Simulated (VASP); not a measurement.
# YPt4 (P-3m1) in VASP: a series of runs, part 2 of 2

VASP 6.6.1. Earlier steps stand in the parts before.

## 4. Single point, PBE

This run uses another cell than the first one, of 17.31 Å³/atom.

Contents of INCAR:

```
ALGO = Fast
EDIFF = 1E-6
ENCUT = 520
GGA = PE
ISIF = 2
ISMEAR = 0
LASPH = T
LCHARG = F
LREAL = F
LWAVE = F
NBANDS = 34
NELM = 100
PREC = Accurate
SIGMA = 0.1
```

Contents of KPOINTS:

```
k-points
0
Gamma
  12 12 4
```

Contents of POSCAR:

```
YPt4
1.0
    2.9042953339      0.0000000000      0.0000000000
   -1.4521476670      2.5151935393      0.0000000000
    0.0000000000      0.0000000000     11.8454525814
Y Pt
1 4
Direct
    0.0000000000      0.0000000000      0.5000000000
    0.3333333333      0.6666666667      0.7055371003
    0.6666666667      0.3333333333      0.9038484246
    0.3333333333      0.6666666667      0.0961515754
    0.6666666667      0.3333333333      0.2944628997
```

Potentials or basis: VASP PAW PBE potentials, release 64 (Y_sv, Pt).

Command:

```console
> cat potpaw_PBE.64/Y_sv/POTCAR potpaw_PBE.64/Pt/POTCAR > POTCAR
> mpirun -np 1 vasp_std > vasp.out
```

OUTCAR:

```text
EDIFF = 1E-6
   ENCUT = 520
   GGA = PE
   ISIF = 2
   ISMEAR = 0
   LASPH = T
   LREAL = F
   NELM = 100
   PREC = Accurate

 ion  position               nearest neighbor table
   1  0.000  0.000  0.500-   2 2.96   5 2.96   5 2.96   2 2.96   5 2.96   2 2.96
   2  0.333  0.667  0.706-   3 2.89   3 2.89   3 2.89   1 2.96   1 2.96   1 2.96
   3  0.667  0.333  0.904-   4 2.83   4 2.83   4 2.83   2 2.89   2 2.89   2 2.89
   4  0.333  0.667  0.096-   3 2.83   3 2.83   3 2.83   5 2.89   5 2.89   5 2.89
   5  0.667  0.333  0.294-   4 2.89   4 2.89   4 2.89   1 2.96   1 2.96   1 2.96

  LATTYP: Found a hexagonal cell.
 ALAT       =     2.9042953339
 C/A-ratio  =     4.0785978076

  Lattice vectors:

 A1 = (   2.9042953339,   0.0000000000,   0.0000000000)
 A2 = (  -1.4521476670,   2.5151935393,   0.0000000000)
 A3 = (   0.0000000000,   0.0000000000,  11.8454525814)

Analysis of symmetry for initial positions (statically):
=====================================================================
 Subroutine PRICEL returns:
 Original cell was already a primitive cell.

 Routine SETGRP: Setting up the symmetry group for a
 hexagonal supercell.

 Subroutine GETGRP returns: Found 12 space group operations
 (whereof 12 operations were pure point group operations)
 out of a pool of 24 trial point group operations.

The static configuration has the point symmetry D_3d.

Analysis of symmetry for dynamics (positions and initial velocities):
=====================================================================
 Subroutine PRICEL returns:
 Original cell was already a primitive cell.

 Routine SETGRP: Setting up the symmetry group for a
 hexagonal supercell.

 Subroutine GETGRP returns: Found 12 space group operations
 (whereof 12 operations were pure point group operations)
 out of a pool of 24 trial point group operations.

The dynamic configuration has the point symmetry D_3d.

 Subroutine INISYM returns: Found 12 space group operations
[... 124 lines left out ...]
  volume/ion in A,a.u.               =      17.31       116.79
  Fermi-wavevector in a.u.,A,eV,Ry     =   1.372599  2.593836 25.633749  1.884027
  Thomas-Fermi vector in A             =   2.498191
   LORBIT       =      0    0 simple, 1 ext, 2 COOP (PROOUT), +10 PAW based schemes
   GGA     = PE    functional components
   LHFCALC =     F    Hartree Fock is set to
   AEXX    =    0.0000 exact exchange contribution
   IVDW    =     0    specifies the selected vdW correction
   LEPSILON=     F    determine dielectric tensor
   LRPA    =     F    only Hartree local field effects (RPA)
 non-spin polarized calculation
 RMM-DIIS sequential band-by-band and
 Gauss-broadening in eV      SIGMA  =   0.10
  energy-cutoff  :      520.00
  volume of cell :       86.53
 maximum number of plane-waves:      2378
 NGX is ok and might be reduce to    24
   NGX = 11   NGY = 11   NGZ = 45

 number of electron      51.0000003 magnetization

 Free energy of the ion-electron system (eV)
  ---------------------------------------------------
  ext. energy  EPLUGINS =         0.00000000
  ---------------------------------------------------
  free energy    TOTEN  =       -31.05046422 eV

  energy without entropy =      -31.00995605  energy(sigma->0) =      -31.03021014

 E-fermi :   8.5900     XC(G=0): -12.5798

 val. band max:        8.5882628165   @ k =   0.0000   0.4167   0.2500
 cond. band min:       8.5905624253   @ k =   0.3333   0.0000   0.2500
 fundamental gap:      0.0022996088
 Fermi energy:         8.5900394605

 k-point     1 :       0.0000    0.0000    0.0000
  band No.  band energies     occupation
      1     -33.5192      2.00000
      2     -13.5331      2.00000
      3     -12.2621      2.00000
      4     -12.2621      2.00000
      5      -0.0936      2.00000
      6       1.1145      2.00000
[... 877 lines left out ...]
     33      14.5559      0.00000
     34      15.0990      0.00000

 [... further k-points ...]

------------------------ aborting loop because EDIFF is reached ----------------------------------------

  FORCE on cell =-STRESS in cart. coord.  units (eV):
  Direction    XX          YY          ZZ          XY          YZ          ZX
  --------------------------------------------------------------------------------------
  -------------------------------------------------------------------------------------
  Total       -0.1274362     -0.1274362     -0.2121484      0.0000000     -0.0000000      0.0000000
  in kB       -2.3596065     -2.3596065     -3.9281351      0.0000000     -0.0000000      0.0000000
  external PRESSURE =      -2.8824494 kB  Pullay stress =       0.0000000 kB

 VOLUME and BASIS-vectors are now :
 -----------------------------------------------------------------------------
  energy-cutoff  :      520.00
  volume of cell :       86.53
      direct lattice vectors                 reciprocal lattice vectors
     2.904295334  0.000000000  0.000000000     0.344317600  0.198791859  0.000000000
    -1.452147667  2.515193539  0.000000000     0.000000000  0.397583718  0.000000000
     0.000000000  0.000000000 11.845452581     0.000000000  0.000000000  0.084420582

 POSITION                                       TOTAL-FORCE (eV/Angst)
 -----------------------------------------------------------------------------------
      0.00000      0.00000      5.92273         0.000000      0.000000      0.000000
     -0.00000      1.67680      8.35741         0.000000      0.000000     -0.006410
      1.45215      0.83840     10.70649        -0.000000      0.000000      0.005776
     -0.00000      1.67680      1.13896         0.000000     -0.000000     -0.005776
      1.45215      0.83840      3.48805        -0.000000     -0.000000      0.006410
 -----------------------------------------------------------------------------------
    total drift:                               -0.000000      0.000000      0.000000

  FREE ENERGIE OF THE ION-ELECTRON SYSTEM (eV)
  ---------------------------------------------------
  free  energy   TOTEN  =       -31.0504642244 eV

  energy  without entropy=      -31.0099560501  energy(sigma->0) =      -31.03021014
```

OSZICAR:

```text
N       E                     dE             d eps       ncg     rms          rms(c)
DAV:   1     0.309914123213E+03    0.30991E+03   -0.25716E+04  4692   0.146E+03
DAV:   2    -0.206653488454E+02   -0.33058E+03   -0.31380E+03  5394   0.338E+02
[... 22 lines left out ...]
RMM:  25    -0.310505961990E+02   -0.88435E-04   -0.13275E-04  5825   0.569E-02    0.216E-01
RMM:  26    -0.310504715210E+02    0.12468E-03   -0.19387E-04  5995   0.607E-02    0.552E-02
RMM:  27    -0.310504655964E+02    0.59246E-05   -0.50845E-05  6230   0.321E-02    0.418E-02
RMM:  28    -0.310504677837E+02   -0.21873E-05   -0.74635E-06  5827   0.124E-02    0.438E-02
RMM:  29    -0.310504642526E+02    0.35311E-05   -0.10537E-05  6145   0.138E-02    0.989E-03
RMM:  30    -0.310504642244E+02    0.28228E-07   -0.37081E-06  4159   0.808E-03
   1 F= -.31050464E+02 E0= -.31030210E+02  d E =-.405082E-01
```

stdout:

```text
POSCAR found type information on POSCAR Y Pt
 POSCAR found :  2 types and       5 ions
 scaLAPACK will be used
 LDA part: xc-table for (Slater+PW92), standard interpolation
 POSCAR, INCAR and KPOINTS ok, starting setup
 FFT: planning ... GRIDC
 FFT: planning ... GRID_SOFT
 FFT: planning ... GRID
 WAVECAR not read
 entering main loop
WARNING in EDDRMM: call to ZHEGV failed, returncode =   6  3     23
WARNING in EDDRMM: call to ZHEGV failed, returncode =   8  4     33
```

It took 13 min on 1 thread of Oxide Virtual Turin-like, shared host; peak memory 0.33 GiB.

Results:

| Item | Value |
| --- | --- |
| Free energy | -31.0505 eV |
| Pressure | -0.3 GPa |
| Largest force | 0.006 eV/Å |
| Band gap on the k mesh | zero (an odd number of electrons rules out a gap without spin polarisation) |

Forces in eV/Å, atoms in the order of the input:
```
Y    0.000  0.000  0.000
Pt   0.000  0.000 -0.006
Pt   0.000  0.000  0.006
Pt   0.000  0.000 -0.006
Pt   0.000  0.000  0.006
```

Stress tensor (GPa, compression positive):
```
-0.24  0.00  0.00
 0.00 -0.24  0.00
 0.00  0.00 -0.39
```

Caveat: spin-orbit coupling is left out, which moves the levels of the heavy elements.

## 5. Relaxation of cell and atoms, PBE

This run uses another cell than the first one, of 17.31 Å³/atom.

Contents of INCAR:

```
SYSTEM = YPt4
PREC     = Accurate       ! precision mode
ENCUT    = 600            ! plane-wave cutoff, eV
EDIFF    = 1E-7           ! SCF threshold, eV
ISMEAR   = 0              ! smearing method
SIGMA    = 0.1            ! smearing width, eV
LREAL    = .FALSE.        ! projectors in reciprocal space
LASPH    = .TRUE.         ! aspherical terms in the spheres
NELM     = 60             ! most SCF steps
ALGO     = Fast           ! electronic algorithm
ISIF     = 3              ! what is computed and relaxed
LWAVE    = .FALSE.        ! write WAVECAR
LCHARG   = .FALSE.        ! write CHGCAR
GGA      = PE             ! functional
IBRION   = 2              ! ionic algorithm
NSW      = 100            ! ionic steps
EDIFFG   = -0.01          ! ionic threshold
```

Contents of KPOINTS:

```
Automatic mesh
0
G
  12 12 4
  0 0 0
```

Contents of POSCAR:

```
YPt4
1.0
    2.8970880332      0.0000000000      0.0000000000
   -1.4485440166      2.5089518337      0.0000000000
    0.0000000000      0.0000000000     11.9073452042
Y Pt
1 4
Direct
    0.0000000000      0.0000000000      0.5000000000
    0.3333333333      0.6666666667      0.7039251004
    0.6666666667      0.3333333333      0.9034602216
    0.3333333333      0.6666666667      0.0965397784
    0.6666666667      0.3333333333      0.2960748996
```

Potentials or basis: VASP PAW PBE potentials, release 64 (Y_sv, Pt).

Command:

```console
> cat potpaw_PBE.64/Y_sv/POTCAR potpaw_PBE.64/Pt/POTCAR > POTCAR
> mpirun -np 1 vasp_std > vasp.out
```

OUTCAR:

```text
SYSTEM = YPt4
   PREC = Accurate
   ENCUT = 600
   EDIFF = 1E-7
   ISMEAR = 0
   LREAL = .FALSE.
   LASPH = .TRUE.
   NELM = 60
   ISIF = 3
   GGA = PE
   IBRION = 2
   NSW = 100
   EDIFFG = -0.01

 ion  position               nearest neighbor table
   1  0.000  0.000  0.500-   2 2.95   5 2.95   2 2.95   5 2.95   5 2.95   2 2.95
   2  0.333  0.667  0.704-   3 2.91   3 2.91   3 2.91   1 2.95   1 2.95   1 2.95
   3  0.667  0.333  0.903-   4 2.84   4 2.84   4 2.84   2 2.91   2 2.91   2 2.91
   4  0.333  0.667  0.097-   3 2.84   3 2.84   3 2.84   5 2.91   5 2.91   5 2.91
   5  0.667  0.333  0.296-   4 2.91   4 2.91   4 2.91   1 2.95   1 2.95   1 2.95

  LATTYP: Found a hexagonal cell.
 ALAT       =     2.8970880332
 C/A-ratio  =     4.1101081734

  Lattice vectors:

 A1 = (   2.8970880332,   0.0000000000,   0.0000000000)
[... 503 lines left out ...]
  free energy    TOTEN  =       -31.05054479 eV

  energy without entropy =      -31.01000672  energy(sigma->0) =      -31.03027575

 E-fermi :   8.6063     XC(G=0): -12.5858

 val. band max:        8.6042336714   @ k =   0.5000  -0.0000   0.0000
 cond. band min:       8.6080584643   @ k =   0.3333  -0.0000   0.2500
 fundamental gap:      0.0038247929
 Fermi energy:         8.6062913039

 k-point     1 :       0.0000    0.0000    0.0000
  band No.  band energies     occupation
      1     -33.5016      2.00000
      2     -13.5177      2.00000
      3     -12.2457      2.00000
      4     -12.2457      2.00000
      5      -0.0860      2.00000
      6       1.1280      2.00000
[... 781 lines left out ...]
     29       9.3104      0.00000
     30      10.6197      0.00000

 [... further k-points ...]

------------------------ aborting loop because EDIFF is reached ----------------------------------------

  FORCE on cell =-STRESS in cart. coord.  units (eV):
  Direction    XX          YY          ZZ          XY          YZ          ZX
  --------------------------------------------------------------------------------------
  -------------------------------------------------------------------------------------
  Total        0.0047737      0.0047737      0.0083867     -0.0000000     -0.0000000      0.0000000
  in kB        0.0884860      0.0884860      0.1554562     -0.0000000     -0.0000000      0.0000000
  external PRESSURE =       0.1108094 kB  Pullay stress =       0.0000000 kB
[... 20 lines left out ...]
  FREE ENERGIE OF THE ION-ELECTRON SYSTEM (eV)
  ---------------------------------------------------
  free  energy   TOTEN  =       -31.0505447928 eV

  energy  without entropy=      -31.0100067167  energy(sigma->0) =      -31.03027575

 reached required accuracy - stopping structural energy minimisation
```

OSZICAR:

```text
N       E                     dE             d eps       ncg     rms          rms(c)
DAV:   1     0.346560325395E+03    0.34656E+03   -0.28360E+04  4140   0.185E+03
DAV:   2    -0.155765921150E+02   -0.36214E+03   -0.34956E+03  4592   0.393E+02
DAV:   3    -0.358486154654E+02   -0.20272E+02   -0.19546E+02  7074   0.675E+01
DAV:   4    -0.365765499652E+02   -0.72793E+00   -0.71883E+00  5094   0.118E+01
[... 121 lines left out ...]
RMM:   6    -0.310505455822E+02   -0.79626E-06   -0.26748E-05  5921   0.191E-02    0.327E-02
RMM:   7    -0.310505447262E+02    0.85606E-06   -0.96788E-06  5434   0.135E-02    0.778E-03
RMM:   8    -0.310505446359E+02    0.90239E-07   -0.56820E-06  6025   0.890E-03    0.405E-03
RMM:   9    -0.310505447539E+02   -0.11796E-06   -0.11440E-06  4290   0.369E-03    0.433E-03
RMM:  10    -0.310505447928E+02   -0.38882E-07   -0.36785E-07  3157   0.277E-03
   9 F= -.31050545E+02 E0= -.31030276E+02  d E =-.229914E-04
```

CONTCAR:

```text
YPt4
   1.00000000000000
     2.9044857053533657    0.0000000000000000    0.0000000000000000
    -1.4522428526766828    2.5153584057132927    0.0000000000000000
     0.0000000000000000   -0.0000000000000000   11.8310247589357740
  Y               Pt
     1     4
Direct
     0.0000000000000000    0.0000000000000000    0.5000000000000000
     0.3333333332999970    0.6666666667000030    0.7054434841896235
     0.6666666667000030    0.3333333332999970    0.9038794408833977
     0.3333333332999970    0.6666666667000030    0.0961205591166023
     0.6666666667000030    0.3333333332999970    0.2945565158103765

  0.00000000E+00  0.00000000E+00  0.00000000E+00
  0.00000000E+00  0.00000000E+00  0.00000000E+00
  0.00000000E+00  0.00000000E+00  0.00000000E+00
  0.00000000E+00  0.00000000E+00  0.00000000E+00
  0.00000000E+00  0.00000000E+00  0.00000000E+00
```

Run time: 43 min. Hardware: 1 thread of Oxide Virtual Turin-like, shared host; peak memory 0.37 GiB.

Results:

- Free energy: -31.0505 eV
- Relaxed volume: 17.29 Å³/atom
- Relaxed cell: a = 2.904 Å, b = 2.904 Å, c = 11.831 Å, α = 90.00°, β = 90.00°, γ = 120.00°
- Space group after relaxing (to 0.1 Å): P-3m1 (No. 164)
- Energy gained by relaxing: 0.7 meV/atom
- Ionic steps: 9
- Pressure after relaxing: 0.0 GPa
- Largest force after relaxing: 0.008 eV/Å
- Band gap on the k mesh: zero (an odd number of electrons rules out a gap without spin polarisation)

Forces in eV/Å, atoms in the order of the input:
```
Y    0.000  0.000  0.000
Pt   0.000  0.000  0.008
Pt   0.000  0.000 -0.003
Pt   0.000  0.000  0.003
Pt   0.000  0.000 -0.008
```

The path:
| step | energy change (eV) | largest force (eV/Å) | pressure (GPa) | volume (Å³) |
| --- | --- | --- | --- | --- |
| 1 | 0.0000 | 0.1196 | -0.44 | 86.55 |
| 2 | -0.0011 | 0.0880 | 0.84 | 85.95 |
| 3 | -0.0014 | 0.0989 | 0.42 | 86.14 |
| 4 | -0.0031 | 0.0430 | 0.16 | 86.32 |
| 5 | -0.0033 | 0.0647 | 0.02 | 86.42 |
| 6 | -0.0036 | 0.0229 | -0.06 | 86.47 |
| 7 | -0.0036 | 0.0082 | -0.10 | 86.49 |
| 8 | -0.0036 | 0.0109 | 0.19 | 86.36 |
| 9 | -0.0037 | 0.0080 | 0.01 | 86.44 |

Final structure:
```
Y Pt
1.0
     2.90449    0.00000    0.00000
    -1.45224    2.51536    0.00000
     0.00000    0.00000   11.83102
Y Pt
1 4
Direct
  0.00000 0.00000 0.50000
  0.33333 0.66667 0.70544
  0.66667 0.33333 0.90388
  0.33333 0.66667 0.09612
  0.66667 0.33333 0.29456
```

Caveat: spin-orbit coupling is left out, which moves the levels of the heavy elements.

## 6. The runs side by side

```csv
task,cell,k mesh,cutoff (eV),gap on the mesh (eV),pressure (GPa),largest force (eV/Å)
single point,"a = 2.598, b = 2.598, c = 10.307 Å, angles 90.0, 90.0, 120.0°, 5 atoms, atomic positions A",6 × 6 × 2,520,none,178.6,8.61
single point,"a = 2.897, b = 2.897, c = 11.907 Å, angles 90.0, 90.0, 120.0°, 5 atoms, atomic positions B",6 × 6 × 2,520,none,-0.4,0.01
single point,"a = 2.904, b = 2.904, c = 11.845 Å, angles 90.0, 90.0, 120.0°, 5 atoms, atomic positions C",12 × 12 × 4,520,none,-0.3,0.01
relaxation of cell and atoms,"relaxed from a = 2.897, b = 2.897, c = 11.907 Å, angles 90.0, 90.0, 120.0°, 5 atoms, atomic positions B",12 × 12 × 4,600,none,0.0,0.01
```

Alike in all rows: level PBE; potentials or basis VASP PAW PBE potentials, release 64 (Y_sv, Pt); no spin polarisation; smearing gaussian 0.1 eV.

Caveats: some runs use coarse meshes; spin-orbit coupling is left out, which moves the levels of the heavy elements; forces of over 1 eV/Å act on the atoms, so gaps and moduli don't describe the material at rest (at least some runs).

Total energies depend on the potentials used, so only differences within one code and one set of settings carry meaning.

The gap in the log of VASP goes by the Fermi energy; the results here count the filled bands.